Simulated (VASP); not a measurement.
A run of VASP 6.6.1:

INCAR

```
PREC     = Accurate       # precision mode
ENCUT    = 520            # plane-wave cutoff, eV
EDIFF    = 1E-6           # SCF threshold, eV
ISMEAR   = -1             # smearing method
SIGMA    = 0.17           # smearing width, eV
LREAL    = Auto         
LASPH    = True           # aspherical terms in the spheres
NELM     = 60             # most SCF steps
ALGO     = Normal         # electronic algorithm
ISIF     = 2              # what is computed and relaxed
LWAVE    = False          # write WAVECAR
LCHARG   = False          # write CHGCAR
GGA      = PE             # functional
IVDW     = 12             # dispersion correction
NBANDS   = 86             # bands
```

The input KPOINTS:

```
Automatic mesh
0
Gamma
  2 2 2
```

POSCAR

```
WC
1.0
   -2.8976480000     -5.1858010000     -0.0146360000
    4.3401150000     -2.5892300000     -0.0182300000
   -0.0107110000      0.0227730000      5.6202510000
W C
8 8
Direct
    0.7328299711      0.5252796216     -0.0008715719
    0.7181599867      0.5281609027      0.4858749837
    0.4898197308      0.0373442583     -0.0043681701
    0.4892911975      0.0154043822      0.4633675770
    0.2594368392      0.5254844112     -0.0180994232
    0.2297284165      0.5228861843      0.4961334503
   -0.0148189520      0.0209341493     -0.0283146181
   -0.0432808653      0.0228662646      0.4812744828
    0.5000393267      0.6989744649      0.2419573218
    0.4745555056      0.6905850015      0.7304184384
    0.2090698163      0.1897187007      0.2511664546
    0.2567933539      0.2024908309      0.7409900083
    0.0118648407      0.7219847886      0.2069721506
   -0.0126950111      0.6902337248      0.7263015756
    0.7107634795      0.1644946440      0.2411816610
    0.7237770289      0.2182799165      0.7570609290
```

Potentials or basis: VASP PAW PBE potentials, release 64 (W_sv, C).

Run with:

```bash
$ cat potpaw_PBE.64/W_sv/POTCAR potpaw_PBE.64/C/POTCAR > POTCAR
$ mpirun -np 1 vasp_std > vasp.out
```

Hardware: 1 thread of Intel(R) Xeon(R) 6975P-C (Granite Rapids), with other jobs on the host.

Task: Estimate the wall time of this run.

Result: Run time: 3.5 min on 1 thread of Intel(R) Xeon(R) 6975P-C (Granite Rapids) (shared host), peak memory 0.31 GiB. Counts: scf iterations 16, k points 8.
